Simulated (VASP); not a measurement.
# MnO (R-3m) in VASP: a series of runs

Runs on MnO. Level: PBE. Tasks: single point.

Everything below comes from runs of VASP 6.6.1. Logs are shortened: lines on timing, memory, paths and dates and some standing lists are left out, and cuts for length are marked.

### Step 1. The cell of the first run

Symmetry: R-3m, No. 166, trigonal system. Conventional cell: a = 3.158 Å, b = 3.158 Å, c = 7.620 Å, α = 90.00°, β = 90.00°, γ = 120.00°. Within 2.9 Å of Mn (site symmetry -3m) lie 6 O at 2.22 Å. O (site symmetry -3m) has 6 Mn at 2.22 Å within 2.9 Å.

### Step 2. Single point, PBE, collinear spin, ferromagnetic start (equal xy, yz and zx shear strains of -1 %)

Input file INCAR:

```
ALGO     = Normal         # electronic algorithm
EDIFF    = 1E-6           # SCF threshold, eV
ENCUT    = 520            # plane-wave cutoff, eV
GGA      = PE             # functional
ISIF     = 2              # what is computed and relaxed
ISMEAR   = -1             # smearing method
ISPIN    = 2              # spin polarisation
LASPH    = T              # aspherical terms in the spheres
LCHARG   = T              # write CHGCAR
LELF     = T              # ELF
LMAXMIX  = 4              # l up to which the mixer works
LORBIT   = 11             # projections on sites
LREAL    = F              # projectors in reciprocal space
LVHAR    = T            
LWAVE    = F              # write WAVECAR
MAGMOM   = 4 0            # initial moments
NBANDS   = 20             # bands
NELM     = 150            # most SCF steps
PREC     = Accurate       # precision mode
SIGMA    = 0.05           # smearing width, eV
```

Input file KPOINTS:

```
k-points
0
Gamma
  16 16 16
```

Input file POSCAR:

```
MnO
1.0
   -0.0222200000      2.2108900000      2.2108900000
    2.2108900000     -0.0222200000      2.2108900000
    2.2108900000      2.2108900000     -0.0222200000
Mn O
1 1
Direct
    0.0000000000      0.0000000000      0.0000000000
    0.5000000000      0.5000000000      0.5000000000
```

Potentials or basis: VASP PAW PBE potentials, release 64 (Mn_pv, O).

Launch:

```
cat potpaw_PBE.64/Mn_pv/POTCAR potpaw_PBE.64/O/POTCAR > POTCAR
mpirun -np 1 vasp_std > vasp.out
```

OUTCAR:

```text
EDIFF = 1E-6
   ENCUT = 520
   GGA = PE
   ISIF = 2
   ISMEAR = -1
   ISPIN = 2
   LASPH = T
   LORBIT = 11
   LREAL = F
   NELM = 150
   PREC = Accurate

 ion  position               nearest neighbor table
   1  0.000  0.000  0.000-   2 2.22   2 2.22   2 2.22   2 2.22   2 2.22   2 2.22
   2  0.500  0.500  0.500-   1 2.22   1 2.22   1 2.22   1 2.22   1 2.22   1 2.22

  LATTYP: Found a trigonal (rhomboedric) cell.
 ALAT       =     3.1267495763
 COS(alpha) =     0.4899250057

  Lattice vectors:

 A1 = (  -0.0222200000,   2.2108900000,   2.2108900000)
 A2 = (   2.2108900000,  -0.0222200000,   2.2108900000)
 A3 = (   2.2108900000,   2.2108900000,  -0.0222200000)

Analysis of symmetry for initial positions (statically):
=====================================================================
 Subroutine PRICEL returns:
 Original cell was already a primitive cell.

 Routine SETGRP: Setting up the symmetry group for a
 trigonal (rhombohedral) supercell.

 Subroutine GETGRP returns: Found 12 space group operations
 (whereof 12 operations were pure point group operations)
 out of a pool of 12 trial point group operations.

The static configuration has the point symmetry D_3d.

Analysis of symmetry for dynamics (positions and initial velocities):
=====================================================================
 Subroutine PRICEL returns:
 Original cell was already a primitive cell.

 Routine SETGRP: Setting up the symmetry group for a
 trigonal (rhombohedral) supercell.

 Subroutine GETGRP returns: Found 12 space group operations
 (whereof 12 operations were pure point group operations)
 out of a pool of 12 trial point group operations.

The dynamic configuration has the point symmetry D_3d.

Analysis of structural, dynamic, and magnetic symmetry:
=====================================================================
 Subroutine PRICEL returns:
 Original cell was already a primitive cell.

 Routine SETGRP: Setting up the symmetry group for a
 trigonal (rhombohedral) supercell.

 Subroutine GETGRP returns: Found 12 space group operations
 (whereof 12 operations were pure point group operations)
 out of a pool of 12 trial point group operations.

The overall configuration has the point symmetry D_3d.

 Subroutine INISYM returns: Found 12 space group operations
 (whereof 12 operations are pure point group operations),
 and found     1 'primitive' translations

----------------------------------------------------------------------------------------

                                     Primitive cell

  volume of cell :      21.9396

  direct lattice vectors                    reciprocal lattice vectors
    -0.022220000  2.210890000  2.210890000    -0.222772164  0.225033810  0.225033810
     2.210890000 -0.022220000  2.210890000     0.225033810 -0.222772164  0.225033810
     2.210890000  2.210890000 -0.022220000     0.225033810  0.225033810 -0.222772164

  length of vectors
     3.126749576  3.126749576  3.126749576     0.388468620  0.388468620  0.388468620

  position of ions in fractional coordinates (direct lattice)
     0.000000000  0.000000000  0.000000000
     0.500000000  0.500000000  0.500000000

  ion indices of the primitive-cell ions
   primitive index   ion index
                 1           1
                 2           2

----------------------------------------------------------------------------------------

 KPOINTS: k-points

Automatic generation of k-mesh.
 Grid dimensions read from file:
 generate k-points for:   16   16   16

 Generating k-lattice:

  Cartesian coordinates                     Fractional coordinates (reciprocal lattice)
    -0.013923260  0.014064613  0.014064613     0.062500000  0.000000000  0.000000000
     0.014064613 -0.013923260  0.014064613     0.000000000  0.062500000  0.000000000
     0.014064613  0.014064613 -0.013923260     0.000000000  0.000000000  0.062500000

  Length of vectors
     0.024279289  0.024279289  0.024279289

  Shift w.r.t. Gamma in fractional coordinates (k-lattice)
     0.000000000  0.000000000  0.000000000

 Subroutine IBZKPT returns following result:
 ===========================================

 Found    417 irreducible k-points:

 Following reciprocal coordinates:
            Coordinates               Weight
  0.000000  0.000000  0.000000      1.000000
  0.062500  0.000000  0.000000      6.000000
  0.125000  0.000000  0.000000      6.000000
  0.187500 -0.000000 -0.000000      6.000000
  0.250000  0.000000  0.000000      6.000000
  0.312500  0.000000 -0.000000      6.000000
[... 16 lines left out ...]
 -0.125000  0.062500  0.000000     12.000000
 -0.062500  0.062500  0.000000      6.000000
 [... further k-points ...]
   k-points           NKPTS =    417   k-points in BZ     NKDIM =    417   number of bands    NBANDS=     20
   number of dos      NEDOS =    301   number of ions     NIONS =      2
   total plane-waves  NPLWV =  13824
   dimension x,y,z NGX =    24 NGY =   24 NGZ =   24
   dimension x,y,z NGXF=    48 NGYF=   48 NGZF=   48
   ions per type =               1   1
   NGX,Y,Z   is equivalent  to a cutoff of  12.76, 12.76, 12.76 a.u.
   NGXF,Y,Z  is equivalent  to a cutoff of  25.52, 25.52, 25.52 a.u.
 SYSTEM =  unknown system
   PREC   = accura    normal or accurate (medium, high low for compatibility)
   ISTART =      0    job   : 0-new  1-cont  2-samecut
   ICHARG =      2    charge: 1-file 2-atom 10-const
   ISPIN  =      2    spin polarized calculation?
   LNONCOLLINEAR =      F non collinear calculations
   LSORBIT =      F    spin-orbit coupling
   LASPH  =      T    aspherical Exc in radial PAW
   ENCUT  =  520.0 eV  38.22 Ry    6.18 a.u.   5.81  5.81  5.81*2*pi/ulx,y,z
   NELM   =    150;   NELMIN=  2; NELMDL= -5     # of ELM steps
   EDIFF  = 0.1E-05   stopping-criterion for ELM
   LREAL  =      F    real-space projection
   EDIFFG = 0.1E-04   stopping-criterion for IOM
   NSW    =      0    number of steps for IOM
   IBRION =     -1    ionic relax: 0-MD 1-quasi-New 2-CG
   NFREE  =      0    steps in history (QN), initial steepest desc. (CG)
   ISIF   =      2    stress and relaxation
   ISYM   =      2    0-nonsym 1-usesym 2-fastsym
   POTIM  = 0.5000    time-step for ionic-motion
   TEBEG  =    0.0;   TEEND  =   0.0 temperature during run
   PSTRESS=    0.0 pullay stress
   NELECT =      19.0000    total number of electrons
   NUPDOWN=      -1.0000    fix difference up-down
   EMIN   =  10.00;   EMAX   =-10.00  energy-range for DOS
   EFERMI =   0.00;   METHOD = LEGACY
   ISMEAR =    -1;   SIGMA  =   0.05  broadening in eV -4-tet -1-fermi 0-gaus
   EFERMI_NEDOS =   21; number of points for ismear=-14 and -15
   IALGO  =     38    algorithm
   IMIX   =      4    mixing-type and parameters
     AMIX     =   0.40;   BMIX     =  1.00
     AMIX_MAG =   1.60;   BMIX_MAG =  1.00
  volume/ion in A,a.u.               =      10.97        74.03
  Fermi-wavevector in a.u.,A,eV,Ry     =   1.560449  2.948821 33.130195  2.435001
  Thomas-Fermi vector in A             =   2.663659
   LORBIT       =     11    0 simple, 1 ext, 2 COOP (PROOUT), +10 PAW based schemes
   GGA     = PE    functional components
   LHFCALC =     F    Hartree Fock is set to
   AEXX    =    0.0000 exact exchange contribution
   IVDW    =     0    specifies the selected vdW correction
   LEPSILON=     F    determine dielectric tensor
   LRPA    =     F    only Hartree local field effects (RPA)
 spin polarized calculation
  energy-cutoff  :      520.00
  volume of cell :       21.94
 maximum number of plane-waves:       602
   NGX = 11   NGY = 11   NGZ = 11

 number of electron      18.9999991 magnetization       4.7615394

 Free energy of the ion-electron system (eV)
  ---------------------------------------------------
  ext. energy  EPLUGINS =         0.00000000
  ---------------------------------------------------
  free energy    TOTEN  =       -16.40496747 eV

  energy without entropy =      -16.39709972  energy(sigma->0) =      -16.40103360

 E-fermi :   7.5616     XC(G=0): -11.8714

 val. band max:        7.5601793082   @ k =  -0.4375   0.1875   0.1250
 cond. band min:       7.5685454577   @ k =  -0.3750   0.0625   0.0625
 fundamental gap:      0.0083661495
 Fermi energy:         7.5616477765

 spin component 1

 k-point     1 :       0.0000    0.0000    0.0000
  band No.  band energies     occupation
      1     -42.8209      1.00000
      2     -42.8172      1.00000
      3     -42.8172      1.00000
      4     -12.7265      1.00000
      5       3.7733      1.00000
      6       3.7733      1.00000
[... 12 lines left out ...]
     19      27.2029      0.00000
     20      27.4807      0.00000

 k-point     2 :       0.0625    0.0000    0.0000
  band No.  band energies     occupation
      1     -42.8217      1.00000
      2     -42.8191      1.00000
      3     -42.8174      1.00000
      4     -12.6929      1.00000
      5       3.3543      1.00000
      6       3.5039      1.00000
[... 498 lines left out ...]
 k-point    24 :      -0.0625    0.0625    0.0000
  band No.  band energies     occupation
      1     -42.8227      1.00000
      2     -42.8220      1.00000
      3     -42.8183      1.00000
      4     -12.6390      1.00000
      5       2.8353      1.00000
      6       3.1929      1.00000
[... 12 lines left out ...]
     19      27.3582      0.00000
     20      28.6248      0.00000

 [... further k-points ...]

 spin component 2

 k-point     1 :       0.0000    0.0000    0.0000
  band No.  band energies     occupation
      1     -38.1660      1.00000
      2     -38.1588      1.00000
      3     -38.1588      1.00000
      4     -12.2871      1.00000
      5       4.1551      1.00000
      6       4.1551      1.00000
[... 12 lines left out ...]
     19      29.5357      0.00000
     20      29.8479      0.00000

 k-point     2 :       0.0625    0.0000    0.0000
  band No.  band energies     occupation
      1     -38.1669      1.00000
      2     -38.1614      1.00000
      3     -38.1591      1.00000
      4     -12.2544      1.00000
      5       3.9038      1.00000
      6       4.0761      1.00000
[... 498 lines left out ...]
 k-point    24 :      -0.0625    0.0625    0.0000
  band No.  band energies     occupation
      1     -38.1673      1.00000
      2     -38.1660      1.00000
      3     -38.1602      1.00000
      4     -12.2021      1.00000
      5       3.5221      1.00000
      6       3.9661      1.00000
[... 12 lines left out ...]
     19      29.3088      0.00000
     20      30.7802      0.00000

 [... further k-points ...]
[... 5 lines left out ...]
  --------------------------------------------------------------------------------------
  -------------------------------------------------------------------------------------
  Total        0.0049969      0.0049969      0.0049969      0.0870836      0.0870836      0.0870836
  in kB        0.3649094      0.3649094      0.3649094      6.3594232      6.3594232      6.3594232
  external PRESSURE =       0.3649094 kB  Pullay stress =       0.0000000 kB

 VOLUME and BASIS-vectors are now :
 -----------------------------------------------------------------------------
  energy-cutoff  :      520.00
  volume of cell :       21.94
      direct lattice vectors                 reciprocal lattice vectors
    -0.022220000  2.210890000  2.210890000    -0.222772164  0.225033810  0.225033810
     2.210890000 -0.022220000  2.210890000     0.225033810 -0.222772164  0.225033810
     2.210890000  2.210890000 -0.022220000     0.225033810  0.225033810 -0.222772164

 POSITION                                       TOTAL-FORCE (eV/Angst)
 -----------------------------------------------------------------------------------
      0.00000      0.00000      0.00000         0.000000     -0.000000     -0.000000
      2.19978      2.19978      2.19978        -0.000000      0.000000      0.000000
 -----------------------------------------------------------------------------------
    total drift:                                0.000000     -0.000000     -0.000000

  FREE ENERGIE OF THE ION-ELECTRON SYSTEM (eV)
  ---------------------------------------------------
  free  energy   TOTEN  =       -16.4049674706 eV

  energy  without entropy=      -16.3970997237  energy(sigma->0) =      -16.40103360

 total charge

# of ion       s       p       d       tot
------------------------------------------
    1        0.203   6.176   4.976  11.355
    2        1.561   3.415   0.000   4.976
--------------------------------------------------
tot          1.764   9.591   4.976  16.331

 magnetization (x)

# of ion       s       p       d       tot
------------------------------------------
    1        0.034   0.026   4.264   4.325
    2        0.030   0.170   0.000   0.201
--------------------------------------------------
tot          0.065   0.196   4.264   4.525
```

Wall time 4 min (1 thread of AMD EPYC 9R45 (Zen 5), shared host); peak memory 0.33 GiB.

What came out:

```
Free energy                                           : -16.4050 eV
Pressure                                              : 0.0 GPa
Net moment                                            : 4.76 μB per cell
Site moments                                          : Mn +4.33; O +0.20 μB
Valence electrons inside the program's atomic spheres : Mn 11.36; O 4.98
```

Caveat: the cell differs from its parent crystal (equal xy, yz and zx shear strains of -1 %); a cell with one magnetic atom can't hold antiferromagnetic order, which such compounds often take; semilocal functionals often make such compounds metallic where correlation or magnetic order opens a gap, which also shifts bond lengths.

(Continued in part 2 of 2.)
